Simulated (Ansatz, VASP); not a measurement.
One calculation of ZnS3, two programs

INCAR

```
PREC = Accurate ; ENCUT = 600
EDIFF = 1E-7 ; ISMEAR = 0
SIGMA = 0.1 ; LREAL = False
LASPH = True ; NELM = 60
ALGO = Normal ; ISIF = 3
LWAVE = False ; LCHARG = False
GGA = PE ; IBRION = 2
NSW = 100 ; EDIFFG = -0.05
```

File KPOINTS:

```
Automatic mesh
0
Gamma
  4 4 6
```

File POSCAR:

```
ZnS3
1.0
    5.9760579637      0.0000000000      0.0000000000
    0.0000000000      5.9760579637      0.0000000000
    0.0000000000      0.0000000000      3.6241789337
Zn S
2 6
Direct
    0.5000000000      0.5000000000      0.0000000000
    0.0000000000      0.0000000000      0.0000000000
    0.6778791300      0.8221208700      0.4751871600
    0.8221208700      0.3221208700      0.5248128400
    0.5000000000      0.0000000000      0.2115096000
    0.0000000000      0.5000000000      0.7884904000
    0.3221208700      0.1778791300      0.4751871600
    0.1778791300      0.6778791300      0.5248128400
```

Input for Ansatz:

```yaml
crystal:
  lattice:
    - [5.9760579637, 0.0, 0.0]
    - [0.0, 5.9760579637, 0.0]
    - [0.0, 0.0, 3.6241789337]
  atoms:
    - { symbol: Zn, position: [0.5, 0.5, 0.0] }
    - { symbol: Zn, position: [0.0, 0.0, 0.0] }
    - { symbol: S, position: [0.67787913, 0.82212087, 0.47518716] }
    - { symbol: S, position: [0.82212087, 0.32212087, 0.52481284] }
    - { symbol: S, position: [0.5, 0.0, 0.2115096] }
    - { symbol: S, position: [0.0, 0.5, 0.7884904] }
    - { symbol: S, position: [0.32212087, 0.17787913, 0.47518716] }
    - { symbol: S, position: [0.17787913, 0.67787913, 0.52481284] }
basis:
  ecutwfc: 420
kpoints:
  mp_grid: { grid: [4, 4, 6] }
hamiltonian:
  xc: pbe
scf:
  occupations: { method: gaussian, width: 0.1 }
output:
  forces: true
  stress: true
  eigenvalues: true
relax:
  adjacent_minimum: "off"
  f_tol: 0.05
  max_steps: 80
  cell: { stress_tol: 0.5 }
```

Alike in both runs: task relaxation of cell and atoms; functional PBE; k mesh 4 × 4 × 6; occupations gaussian, width 0.1 eV; no spin polarisation.

|  | VASP | Ansatz |
| --- | --- | --- |
| version | VASP 6.6.1 | Ansatz 0.2.0 |
| potentials or method | VASP PAW PBE potentials, release 64 (Zn, S), cutoff 600 eV | scalar-relativistic, plane waves, PAW |
| valence electrons in the cell | 60 | 60 |

VASP gave:

```
relaxed volume (Å³/atom)                                     : 18.30
relaxed cell length with the largest relative difference (Å) : 3.469
```

Question: Which values does Ansatz return?

Answer: Relaxed volume (Å³/atom): 27.62; relaxed cell length with the largest relative difference (Å): 5.460.

One of these differences is far larger than is usual between the two programs; its cause wasn't traced.
